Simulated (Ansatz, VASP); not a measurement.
## Two plane-wave programs on ZnS

INCAR

```
PREC = Accurate
ENCUT = 520
EDIFF = 1E-6
ISMEAR = 0
SIGMA = 0.05
LREAL = F
LASPH = T
NELM = 100
ALGO = Normal
ISIF = 2
LWAVE = F
LCHARG = F
GGA = PE
NBANDS = 26
```

Contents of KPOINTS:

```
Automatic mesh
0
Gamma
  9 9 4
```

POSCAR

```
ZnS
1.0
    3.9482351536      0.0000000000      0.0000000000
   -1.9741175768      3.4192719432      0.0000000000
    0.0000000000      0.0000000000      6.3037246812
Zn S
2 2
Direct
    0.3333333333      0.6666666667      0.0052003729
    0.6666666667      0.3333333333      0.5052003729
    0.3333333333      0.6666666667      0.3797996271
    0.6666666667      0.3333333333      0.8797996271
```

Input for Ansatz:

```yaml
crystal:
  lattice:
    - [3.9482351536, 0.0, 0.0]
    - [-1.9741175768, 3.4192719432, 0.0]
    - [0.0, 0.0, 6.3037246812]
  atoms:
    - { symbol: Zn, position: [0.3333333333, 0.6666666667, 0.0052003729] }
    - { symbol: Zn, position: [0.6666666667, 0.3333333333, 0.5052003729] }
    - { symbol: S, position: [0.3333333333, 0.6666666667, 0.3797996271] }
    - { symbol: S, position: [0.6666666667, 0.3333333333, 0.8797996271] }
basis:
  ecutwfc: 520.0
kpoints:
  mp_grid: { grid: [9, 9, 4] }
hamiltonian:
  xc: pbe
scf:
  occupations: { method: gaussian, width: 0.05 }
output:
  forces: true
  stress: true
  eigenvalues: true
```

Change from the starting cell: mode 4 frozen in at +0.000 Å, equal normal strain along x and y +0.0267.

Alike in both runs: task single point; functional PBE; k mesh 9 × 9 × 4; occupations gaussian, width 0.05 eV; no spin polarisation.

|  | VASP | Ansatz |
| --- | --- | --- |
| version | VASP 6.6.1 | Ansatz 0.2.0 |
| potentials or method | VASP PAW PBE potentials, release 64 (Zn, S), cutoff 520 eV | scalar-relativistic, plane waves, PAW |
| valence electrons in the cell | 36 | 36 |

|  | VASP | Ansatz | Ansatz less VASP |
| --- | --- | --- | --- |
| gap on the k mesh at the Fermi level (eV) | 1.89 | 1.89 | 0.000 |
| least direct gap on the mesh (eV) | 1.89 | 1.89 | 0.000 |
| pressure (GPa) | -3.0 | -3.2 | -0.13 |
| traceless stress, the component that is largest in VASP (GPa) | 1.93 | 1.92 | -0.013 |
| rms of the force components (eV/Å) | 0.072 | 0.071 | -0.0011 |

Atom by atom the forces differ by 0.001 eV/Å (rms over components). With one functional, cell and mesh, what is left measures potentials, basis and numerics.
